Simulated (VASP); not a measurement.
# H2CF2 (Fmm2) in VASP: notebook

Aim: see how the results for H2CF2 move with the level of theory and the settings. Levels: PBE, PBE+D4. Tasks: single point.

Everything below comes from runs of VASP 6.6.1. Logs are shortened: lines on timing, memory, paths and dates and some standing lists are left out, and cuts for length are marked.

### Step 1. The cell of the first run

Symmetry: Fmm2, No. 42, orthorhombic system. The conventional cell has a = 5.268 Å, b = 9.418 Å, c = 3.419 Å, α = 90.00°, β = 90.00°, γ = 90.00°. Within 2.0 Å of F (site symmetry m) lie 1 C at 1.53 Å and 2 H at 1.89 Å. Within 1.0 Å of C (site symmetry mm2) lie 2 H at 0.73 Å. Within 1.0 Å of H (site symmetry m) lie 1 C at 0.73 Å.

### Step 2. Single point, PBE

The input, INCAR:

```
PREC = Accurate ; ENCUT = 520
EDIFF = 1E-6 ; ISMEAR = -1
SIGMA = 0.1 ; LREAL = F
LASPH = T ; NELM = 80
ALGO = Normal ; ISIF = 2
LWAVE = F ; LCHARG = F
GGA = PE ; NBANDS = 18
```

The input, KPOINTS:

```
regular mesh
0
Gamma
  7 7 7
```

The input, POSCAR:

```
H2CF2
1.0
   -2.6338910000      0.0000000000      1.7095730000
    2.6338910000      0.0000000000      1.7095730000
    0.0000000000      4.7089340000      1.7095730000
F C H
2 1 2
Direct
    0.1069500000      0.1069500000      0.2720000000
    0.3789500000      0.3789500000      0.7280000000
    0.9962500000      0.9962500000      0.0000000000
    0.7606700000      0.9863300000      0.0000000000
    0.9863300000      0.7606700000      0.0000000000
```

Potentials or basis: VASP PAW PBE potentials, release 64 (F, C, H).

Launch:

```bash
> cat potpaw_PBE.64/F/POTCAR potpaw_PBE.64/C/POTCAR potpaw_PBE.64/H/POTCAR > POTCAR
> mpirun -np 1 vasp_std > vasp.out
```

OUTCAR:

```text
PREC = Accurate
   ENCUT = 520
   EDIFF = 1E-6
   ISMEAR = -1
   LREAL = F
   LASPH = T
   NELM = 80
   ISIF = 2
   GGA = PE

 ion  position               nearest neighbor table
   1  0.107  0.107  0.272-   3 1.53
   2  0.379  0.379  0.728-   3 1.53
   3  0.996  0.996  0.000-   4 0.73   5 0.73   1 1.53   2 1.53
   4  0.761  0.986  0.000-   3 0.73
   5  0.986  0.761  0.000-   3 0.73

 -----------------------------------------------------------------------------
|                                                                             |
|           W    W    AA    RRRRR   N    N  II  N    N   GGGG   !!!           |
|           W    W   A  A   R    R  NN   N  II  NN   N  G    G  !!!           |
|           W    W  A    A  R    R  N N  N  II  N N  N  G       !!!           |
|           W WW W  AAAAAA  RRRRR   N  N N  II  N  N N  G  GGG   !            |
|           WW  WW  A    A  R   R   N   NN  II  N   NN  G    G                |
|           W    W  A    A  R    R  N    N  II  N    N   GGGG   !!!           |
|                                                                             |
|     The distance between some ions is very small. Please check the          |
|     nearest-neighbor list in the OUTCAR file.                               |
|     I HOPE YOU KNOW WHAT YOU ARE DOING!                                     |
|                                                                             |
 -----------------------------------------------------------------------------

  LATTYP: Found a face centered orthorhombic cell.
 ALAT       =     3.4191460000
 B/A-ratio  =     1.5406718520
 C/A-ratio  =     2.7544503803

  Lattice vectors:

 A1 = (   2.6338910000,   4.7089340000,   0.0000000000)
 A2 = (   0.0000000000,   4.7089340000,   1.7095730000)
 A3 = (   2.6338910000,   0.0000000000,   1.7095730000)

Analysis of symmetry for initial positions (statically):
=====================================================================
 Subroutine PRICEL returns:
 Original cell was already a primitive cell.

 Routine SETGRP: Setting up the symmetry group for a
 face centered orthorhombic supercell.

 Subroutine GETGRP returns: Found  4 space group operations
 (whereof  4 operations were pure point group operations)
 out of a pool of  8 trial point group operations.

The static configuration has the point symmetry C_2v.

Analysis of symmetry for dynamics (positions and initial velocities):
=====================================================================
 Subroutine PRICEL returns:
 Original cell was already a primitive cell.

 Routine SETGRP: Setting up the symmetry group for a
 face centered orthorhombic supercell.

 Subroutine GETGRP returns: Found  4 space group operations
 (whereof  4 operations were pure point group operations)
 out of a pool of  8 trial point group operations.

The dynamic configuration has the point symmetry C_2v.

 Subroutine INISYM returns: Found  4 space group operations
 (whereof  4 operations are pure point group operations),
 and found     1 'primitive' translations

----------------------------------------------------------------------------------------

                                     Primitive cell

  volume of cell :      42.4070

  direct lattice vectors                    reciprocal lattice vectors
    -2.633891000  0.000000000  1.709573000    -0.189833216 -0.106181144  0.292470693
     2.633891000  0.000000000  1.709573000     0.189833216 -0.106181144  0.292470693
     0.000000000  4.708934000  1.709573000     0.000000000  0.212362288  0.000000000

  length of vectors
     3.140067140  3.140067140  5.009660593     0.364486202  0.364486202  0.212362288

  position of ions in fractional coordinates (direct lattice)
     0.106950000  0.106950000  0.272000000
     0.378950000  0.378950000  0.728000000
     0.996250000  0.996250000  0.000000000
     0.760670000  0.986330000  0.000000000
     0.986330000  0.760670000  0.000000000

  ion indices of the primitive-cell ions
   primitive index   ion index
                 1           1
                 2           2
                 3           3
                 4           4
                 5           5

----------------------------------------------------------------------------------------

 KPOINTS: regular mesh

Automatic generation of k-mesh.
 Grid dimensions read from file:
 generate k-points for:    7    7    7

 Generating k-lattice:

  Cartesian coordinates                     Fractional coordinates (reciprocal lattice)
    -0.027119031 -0.015168735  0.041781528     0.142857143  0.000000000 -0.000000000
     0.027119031 -0.015168735  0.041781528     0.000000000  0.142857143 -0.000000000
     0.000000000  0.030337470  0.000000000     0.000000000  0.000000000  0.142857143

  Length of vectors
     0.052069457  0.052069457  0.030337470

  Shift w.r.t. Gamma in fractional coordinates (k-lattice)
     0.000000000  0.000000000  0.000000000

 Subroutine IBZKPT returns following result:
 ===========================================

 Found     64 irreducible k-points:

 Following reciprocal coordinates:
            Coordinates               Weight
  0.000000  0.000000  0.000000      1.000000
  0.142857  0.000000  0.000000      8.000000
  0.285714  0.000000  0.000000      8.000000
  0.428571 -0.000000 -0.000000      8.000000
  0.142857  0.142857  0.000000      4.000000
  0.285714  0.142857 -0.000000      8.000000
[... 16 lines left out ...]
  0.142857  0.142857  0.142857      2.000000
  0.285714  0.142857  0.142857      8.000000
 [... further k-points ...]
   k-points           NKPTS =     64   k-points in BZ     NKDIM =     64   number of bands    NBANDS=     18
   number of dos      NEDOS =    301   number of ions     NIONS =      5
   total plane-waves  NPLWV =  23040
   dimension x,y,z NGX =    24 NGY =   24 NGZ =   40
   dimension x,y,z NGXF=    48 NGYF=   48 NGZF=   80
   ions per type =               2   1   2
   NGX,Y,Z   is equivalent  to a cutoff of  12.71, 12.71, 13.27 a.u.
   NGXF,Y,Z  is equivalent  to a cutoff of  25.41, 25.41, 26.55 a.u.
 SYSTEM =  unknown system
   PREC   = accura    normal or accurate (medium, high low for compatibility)
   ISTART =      0    job   : 0-new  1-cont  2-samecut
   ICHARG =      2    charge: 1-file 2-atom 10-const
   ISPIN  =      1    spin polarized calculation?
   LNONCOLLINEAR =      F non collinear calculations
   LSORBIT =      F    spin-orbit coupling
   LASPH  =      T    aspherical Exc in radial PAW
   ENCUT  =  520.0 eV  38.22 Ry    6.18 a.u.   5.84  5.84  9.31*2*pi/ulx,y,z
   NELM   =     80;   NELMIN=  2; NELMDL= -5     # of ELM steps
   EDIFF  = 0.1E-05   stopping-criterion for ELM
   LREAL  =      F    real-space projection
[... 7 lines left out ...]
   TEBEG  =    0.0;   TEEND  =   0.0 temperature during run
   PSTRESS=    0.0 pullay stress
   NELECT =      20.0000    total number of electrons
   NUPDOWN=      -1.0000    fix difference up-down
   EMIN   =  10.00;   EMAX   =-10.00  energy-range for DOS
   EFERMI =   0.00;   METHOD = LEGACY
   ISMEAR =    -1;   SIGMA  =   0.10  broadening in eV -4-tet -1-fermi 0-gaus
   EFERMI_NEDOS =   21; number of points for ismear=-14 and -15
   IALGO  =     38    algorithm
   IMIX   =      4    mixing-type and parameters
     AMIX     =   0.40;   BMIX     =  1.00
     AMIX_MAG =   1.60;   BMIX_MAG =  1.00
  volume/ion in A,a.u.               =       8.48        57.24
  Fermi-wavevector in a.u.,A,eV,Ry     =   1.274301  2.408080 22.093738  1.623844
  Thomas-Fermi vector in A             =   2.407077
   LORBIT       =      0    0 simple, 1 ext, 2 COOP (PROOUT), +10 PAW based schemes
   GGA     = PE    functional components
   LHFCALC =     F    Hartree Fock is set to
   AEXX    =    0.0000 exact exchange contribution
   IVDW    =     0    specifies the selected vdW correction
   LEPSILON=     F    determine dielectric tensor
   LRPA    =     F    only Hartree local field effects (RPA)
 non-spin polarized calculation
  energy-cutoff  :      520.00
  volume of cell :       42.41
 maximum number of plane-waves:      1162
   NGX = 11   NGY = 11   NGZ = 19

 number of electron      20.0000001 magnetization

 Free energy of the ion-electron system (eV)
  ---------------------------------------------------
  ext. energy  EPLUGINS =         0.00000000
  ---------------------------------------------------
  free energy    TOTEN  =       -13.67903492 eV

  energy without entropy =      -13.67903492  energy(sigma->0) =      -13.67903492

 E-fermi :  -1.3647     XC(G=0):  -8.6732

 val. band max:       -3.5603455937   @ k =  -0.4286   0.4286   0.4286
 cond. band min:       3.2937778793   @ k =   0.0000   0.0000   0.4286
 fundamental gap:      6.8541234730
 Fermi energy:        -1.3646940061

 k-point     1 :       0.0000    0.0000    0.0000
  band No.  band energies     occupation
      1     -24.9976      2.00000
      2     -23.9831      2.00000
      3     -15.5802      2.00000
      4      -8.4785      2.00000
      5      -7.9210      2.00000
      6      -7.0678      2.00000
[... 10 lines left out ...]
     17      17.4062      0.00000
     18      18.1094      0.00000

 k-point     2 :       0.1429    0.0000    0.0000
  band No.  band energies     occupation
      1     -24.9429      2.00000
      2     -23.9778      2.00000
      3     -15.5758      2.00000
      4      -8.6783      2.00000
      5      -7.9643      2.00000
      6      -7.1570      2.00000
[... 10 lines left out ...]
     17      16.5919      0.00000
     18      17.1769      0.00000

 k-point     3 :       0.2857    0.0000    0.0000
  band No.  band energies     occupation
      1     -24.8151      2.00000
      2     -23.9679      2.00000
      3     -15.5755      2.00000
      4      -9.1403      2.00000
      5      -7.9539      2.00000
      6      -7.3445      2.00000
[... 412 lines left out ...]
 k-point    23 :       0.1429    0.1429    0.1429
  band No.  band energies     occupation
      1     -24.8667      2.00000
      2     -23.9602      2.00000
      3     -15.6187      2.00000
      4      -8.8287      2.00000
      5      -8.0964      2.00000
      6      -7.3334      2.00000
[... 10 lines left out ...]
     17      14.8465      0.00000
     18      18.6705      0.00000

 k-point    24 :       0.2857    0.1429    0.1429
  band No.  band energies     occupation
      1     -24.7465      2.00000
      2     -23.9516      2.00000
      3     -15.6041      2.00000
      4      -9.2823      2.00000
      5      -8.0465      2.00000
      6      -7.4851      2.00000
[... 10 lines left out ...]
     17      14.1765      0.00000
     18      19.5619      0.00000

 [... further k-points ...]

------------------------ aborting loop because EDIFF is reached ----------------------------------------

  FORCE on cell =-STRESS in cart. coord.  units (eV):
  Direction    XX          YY          ZZ          XY          YZ          ZX
  --------------------------------------------------------------------------------------
  -------------------------------------------------------------------------------------
  Total       41.2060333     -8.1991846     16.4048826      0.0000000      0.0000000      0.0000000
  in kB     1556.8018669   -309.7727400    619.7915653      0.0000000      0.0000000      0.0000000
  external PRESSURE =     622.2735640 kB  Pullay stress =       0.0000000 kB

 VOLUME and BASIS-vectors are now :
 -----------------------------------------------------------------------------
  energy-cutoff  :      520.00
  volume of cell :       42.41
      direct lattice vectors                 reciprocal lattice vectors
    -2.633891000  0.000000000  1.709573000    -0.189833216 -0.106181144  0.292470693
     2.633891000  0.000000000  1.709573000     0.189833216 -0.106181144  0.292470693
     0.000000000  4.708934000  1.709573000     0.000000000  0.212362288  0.000000000

 POSITION                                       TOTAL-FORCE (eV/Angst)
 -----------------------------------------------------------------------------------
      0.00000      1.28083      0.83068         0.000000     -3.423289     -1.590749
      0.00000      3.42810      2.54025         0.000000      3.423289     -1.590749
      0.00000      0.00000      3.40632         0.000000      0.000000     45.706418
      0.59436      0.00000      2.98662        33.340331      0.000000    -21.262461
     -0.59436      0.00000      2.98662       -33.340331      0.000000    -21.262461
 -----------------------------------------------------------------------------------
    total drift:                               -0.000000      0.000040     -0.000647

  FREE ENERGIE OF THE ION-ELECTRON SYSTEM (eV)
  ---------------------------------------------------
  free  energy   TOTEN  =       -13.6790349244 eV

  energy  without entropy=      -13.6790349242  energy(sigma->0) =      -13.67903492
```

It took 13 s on 1 thread of Intel Xeon 6975P-C (Granite Rapids), shared host; peak memory 0.18 GiB.

What came out:

```yaml
Free_energy: -13.6790 eV
Pressure: 62.2 GPa
Largest_force: 45.706 eV/Å
Band_gap_on_the_k_mesh: 6.85 eV (least direct gap 7.02 eV)
```

Forces in eV/Å, atoms in the order of the input:
```
F     0.000  -3.423  -1.591
F     0.000   3.423  -1.591
C     0.000   0.000  45.706
H    33.340   0.000 -21.262
H   -33.340   0.000 -21.262
```

Caveat: atoms lie so close that the PAW spheres overlap strongly, which falsifies energies and pressures; the cell stands under pressure; this functional lacks dispersion, which holds the molecules together, so the pressure and a relaxed volume are unreliable; an odd mesh through Γ misses points on the zone boundary, where band edges can lie; forces of over 1 eV/Å act on the atoms, so gaps and moduli don't describe the material at rest.

### Step 3. Single point, PBE

The input, INCAR:

```
SYSTEM = H2CF2
ALGO = Normal
EDIFF = 1E-6
ENCUT = 520
GGA = PE
ISIF = 2
ISMEAR = -1
LASPH = .TRUE.
LCHARG = .TRUE.
LELF = .TRUE.
LREAL = .FALSE.
LVHAR = .TRUE.
LWAVE = .FALSE.
NBANDS = 18
NELM = 100
PREC = Accurate
SIGMA = 0.1
```

The input, KPOINTS:

```
k-points
0
G
  7 7 7
  0 0 0
```

POSCAR is that of step 2.

Potentials or basis: VASP PAW PBE potentials, release 64 (F, C, H).

Launch:

```bash
> cat potpaw_PBE.64/F/POTCAR potpaw_PBE.64/C/POTCAR potpaw_PBE.64/H/POTCAR > POTCAR
> mpirun -np 1 vasp_std > vasp.out
```

It took 14 s on 1 thread of Intel Xeon 6975P-C (Granite Rapids), shared host; peak memory 0.18 GiB.

The run converged. Its results:

* Free energy: -13.6790 eV
* Pressure: 62.2 GPa
* Largest force: 45.706 eV/Å
* Band gap on the k mesh: 6.85 eV (least direct gap 7.02 eV)

Forces on the atoms (eV/Å):
```
F     0.000  -3.423  -1.591
F     0.000   3.423  -1.591
C     0.000   0.000  45.706
H    33.340   0.000 -21.262
H   -33.340   0.000 -21.262
```

Stress tensor (GPa, compression positive):
```
155.68   0.00   0.00
  0.00 -30.98   0.00
  0.00   0.00  61.98
```

Levels at points of the mesh, in eV from the valence-band top:
```tsv
k point	band 7	band 8	band 9	band 10	band 11	band 12	band 13	band 14
(0.00, 0.00, 0.00)	-0.99	-0.42	-0.40	-0.18	7.34	7.72	11.42	15.44
```

Caveat: atoms lie so close that the PAW spheres overlap strongly, which falsifies energies and pressures; the cell stands under pressure; this functional lacks dispersion, which holds the molecules together, so the pressure and a relaxed volume are unreliable; an odd mesh through Γ misses points on the zone boundary, where band edges can lie; forces of over 1 eV/Å act on the atoms, so gaps and moduli don't describe the material at rest.

### Step 4. Single point, PBE

The input, INCAR:

```
SYSTEM = H2CF2
PREC = Accurate
ENCUT = 520
EDIFF = 1E-7
ISMEAR = -1
SIGMA = 0.1
LREAL = .FALSE.
LASPH = .TRUE.
NELM = 60
ALGO = Normal
ISIF = 2
LWAVE = .FALSE.
LCHARG = .FALSE.
GGA = PE
NBANDS = 18
```

The input, KPOINTS:

```
Automatic mesh
0
Gamma
  7 7 7
  0.5 0.5 0.5
```

POSCAR is that of step 3.

Launch:

```bash
> cat potpaw_PBE.64/F/POTCAR potpaw_PBE.64/C/POTCAR potpaw_PBE.64/H/POTCAR > POTCAR
> mpirun -np 1 vasp_std > vasp.out
```

It took 15 s on 1 thread of Intel Xeon 6975P-C (Granite Rapids), shared host; peak memory 0.17 GiB.

It converged, with:

```yaml
Free_energy: -13.6790 eV
Pressure: 62.2 GPa
Largest_force: 45.707 eV/Å
Band_gap_on_the_k_mesh: 6.90 eV (least direct gap 7.08 eV)
```

Forces in eV/Å, atoms in the order of the input:
```
F     0.000  -3.423  -1.591
F     0.000   3.423  -1.591
C     0.000   0.000  45.707
H    33.341   0.000 -21.262
H   -33.341   0.000 -21.262
```

Stress tensor (GPa, compression positive):
```
155.68   0.00   0.00
  0.00 -30.98   0.00
  0.00   0.00  61.98
```

Levels at points of the mesh, in eV from the valence-band top:
| k point | band 7 | band 8 | band 9 | band 10 | band 11 | band 12 | band 13 | band 14 |
| --- | --- | --- | --- | --- | --- | --- | --- | --- |
| (0.50, 0.50, 0.50) | -1.62 | -1.36 | -0.72 | 0.00 | 7.74 | 7.96 | 15.08 | 15.23 |

Caveat: atoms lie so close that the PAW spheres overlap strongly, which falsifies energies and pressures; the cell stands under pressure; this functional lacks dispersion, which holds the molecules together, so the pressure and a relaxed volume are unreliable; a shifted mesh leaves out Γ, where band edges can lie; forces of over 1 eV/Å act on the atoms, so gaps and moduli don't describe the material at rest.

[end of part 1 of 2]
